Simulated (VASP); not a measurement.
Runs of VASP 6.6.1 on GaN. The structure is that of space group F-43m (No. 216), or close to it. The cells are those of the table. 

```csv
level,spin,cell,k mesh,grid for exact exchange (PRECFOCK),share of exact exchange,screening parameter,gap on the mesh (eV),pressure (GPa),moment (μB)
r2SCAN,"non-collinear, zero start, SOC","a = 3.183, b = 3.183, c = 3.085 Å, angles 61.0, 61.0, 58.0°, 2 atoms",10 × 10 × 10,-,-,-,-,7.3,0.00
r2SCAN,"non-collinear, zero start, SOC","a = 3.179, b = 3.179, c = 3.212 Å, angles 59.7, 59.7, 60.7°, 2 atoms",10 × 10 × 10,-,-,-,-,-0.7,0.00
HSE06,off,"a = 3.179, b = 3.179, c = 3.212 Å, angles 59.7, 59.7, 60.7°, 2 atoms",6 × 6 × 6,Normal,0.25,0.2079 1/Å,(b),-1.8,-
HSE06,off,"a = 3.180 Å, angles 60.0°, 2 atoms",6 × 6 × 6,Normal,0.25,0.2079 1/Å,3.02,-0.1,-
HSE06,off,"a = 3.183, b = 3.183, c = 3.085 Å, angles 61.0, 61.0, 58.0°, 2 atoms",6 × 6 × 6,Normal,0.25,0.2079 1/Å,(a),6.0,-
```

Alike in all rows: task single point; potentials or basis VASP PAW PBE potentials, release 64 (Ga_d, N); cutoff (eV) 520; smearing gaussian 0.01 eV.

Task: Estimate the missing entries.

Result: (a) 3.13; (b) 2.89.

Caveats: the PAW data sets were made with another functional, which shifts forces and pressure a little; the cell stands under pressure (at least some runs).

A k mesh can miss the band edges, and rows without SOC leave out spin-orbit coupling on Ga.
